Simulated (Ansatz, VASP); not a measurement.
# SrAg3: VASP beside Ansatz

File INCAR:

```
ALGO = Normal ; EDIFF = 1E-6
ENCUT = 520 ; GGA = PE
ISIF = 2 ; ISMEAR = 0
LASPH = True ; LCHARG = False
LREAL = False ; LWAVE = False
NBANDS = 30 ; NELM = 100
PREC = Accurate ; SIGMA = 0.05
```

File KPOINTS:

```
k-points
0
Gamma
  8 8 8
```

File POSCAR:

```
SrAg3
1.0
    4.7184161004      0.0000000000      0.0000000000
    0.0000000000      4.7184161004      0.0000000000
    0.0000000000      0.0000000000      4.7184161004
Sr Ag
1 3
Direct
    0.0000000000      0.0000000000      0.0000000000
    0.0000000000      0.5000000000      0.5000000000
    0.5000000000      0.5000000000      0.0000000000
    0.5000000000      0.0000000000      0.5000000000
```

Input for Ansatz:

```yaml
crystal:
  lattice:
    - [4.7184161004, 0.0, 0.0]
    - [0.0, 4.7184161004, 0.0]
    - [0.0, 0.0, 4.7184161004]
  atoms:
    - { symbol: Sr, position: [0.0, 0.0, 0.0] }
    - { symbol: Ag, position: [0.0, 0.5, 0.5] }
    - { symbol: Ag, position: [0.5, 0.5, 0.0] }
    - { symbol: Ag, position: [0.5, 0.0, 0.5] }
basis:
  ecutwfc: 420
  ecutrho_ratio: 4
kpoints:
  mp_grid: { grid: [8, 8, 8] }
hamiltonian:
  xc: pbe
scf:
  occupations: { method: gaussian, width: 0.05 }
output:
  forces: true
  stress: true
  eigenvalues: true
```

Alike in both runs: task single point; functional PBE; k mesh 8 × 8 × 8; occupations gaussian, width 0.05 eV; no spin polarisation.

|  | VASP | Ansatz |
| --- | --- | --- |
| version | VASP 6.6.1 | Ansatz 0.2.0 |
| potentials or method | VASP PAW PBE potentials, release 64 (Sr_sv, Ag), cutoff 520 eV | scalar-relativistic, plane waves, PAW |
| valence electrons in the cell | 43 | 67 |

|  | VASP | Ansatz | Ansatz less VASP |
| --- | --- | --- | --- |
| gap on the k mesh at the Fermi level (eV) | none | none | - |
| pressure (GPa) | -3.0 | -3.1 | -0.08 |

A gap of «none» marks a metal or a gap that the smearing closes. VASP's potentials hold 43 valence electrons a cell and Ansatz's 67, so a difference there can come from the potentials and not from the codes.
